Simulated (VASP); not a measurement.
ZnHS (buck sheet): single point with PBE

Wire: ZnHS (buck sheet), a wire with vacuum.

```
CELL_PARAMETERS angstrom
17.50000 0.00000 0.00000
0.00000 9.30000 0.00000
0.00000 0.00000 6.73090
ATOMIC_POSITIONS crystal
Zn 0.55552 0.50000 0.33333
Zn 0.66655 0.50000 0.83333
Zn 0.33345 0.50000 0.33333
Zn 0.44448 0.50000 0.83333
S 0.66655 0.50000 0.16667
S 0.44448 0.50000 0.16667
S 0.55552 0.50000 0.66667
S 0.33345 0.50000 0.66667
H 0.74325 0.50000 0.71819
H 0.25675 0.50000 0.21819
H 0.73335 0.50000 0.26695
H 0.26665 0.50000 0.76695
```

```
Program             : VASP 6.6.1
Task                : single point
Functional          : PBE
Potentials or basis : VASP PAW PBE potentials, release 64 (Zn, S, H)
Cutoff              : 520 eV
k mesh              : 1 × 1 × 5
Occupations         : gaussian, width 0.05 eV
Spin                : no spin polarisation
```

| Quantity | Value |
| --- | --- |
| Largest force | 0.976 eV/Å |
| Band gap on the k mesh | 3.48 eV, direct |

Forces on the atoms (eV/Å):
```
Zn  -0.116  0.000  0.247
Zn   0.749  0.000 -0.626
Zn  -0.749  0.000 -0.626
Zn   0.116  0.000  0.247
S   -0.381  0.000  0.155
S    0.505  0.000  0.281
S   -0.505  0.000  0.281
S    0.381  0.000  0.155
H    0.063  0.000 -0.043
H   -0.063  0.000 -0.043
H   -0.117  0.000 -0.014
H    0.117  0.000 -0.014
```

Levels at points of the mesh, in eV from the valence-band top:
| k point | band 36 | band 37 | band 38 | band 39 | band 40 | band 41 |
| --- | --- | --- | --- | --- | --- | --- |
| (0.00, 0.00, 0.00) | -0.33 | -0.18 | 0.00 | 3.48 | 4.47 | 4.83 |

It took 5.4 min on 1 thread of Intel(R) Xeon(R) Platinum 8488C (Sapphire Rapids), on a shared host, peak memory 0.93 GiB.
